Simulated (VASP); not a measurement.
# W: single point with PBE

Crystal: W.

```
W
1.0
     0.00000    2.02018    2.02018
     2.02018    0.00000    2.02018
     2.02018    2.02018    0.00000
W
1
Cartesian
  0.0000 0.0000 0.0000
```

This isn't the form of W at room conditions, which is bcc.

- Program: VASP 6.6.1
- Task: single point
- Functional: PBE
- Potentials or basis: VASP PAW PBE potentials, release 64 (W_sv)
- Cutoff: 520 eV
- k mesh: 18 × 18 × 18
- Occupations: gaussian, width 0.05 eV
- Spin: non-collinear spin, zero start, spin-orbit coupling
- Starting moments: [[0.0, 0.0, 0.0]] μB

The pressure is 1.0 GPa. The net moment is 0.00 μB per cell and the valence electrons inside the program's atomic spheres are W 12.03.

Moments on the atoms (μB; x, y, z):
```
W   0.00 0.00 0.00
```

Wall time 2.3 min on 1 thread of Intel(R) Xeon(R) Platinum 8488C (Sapphire Rapids), with other jobs on the host, peak memory 0.27 GiB.
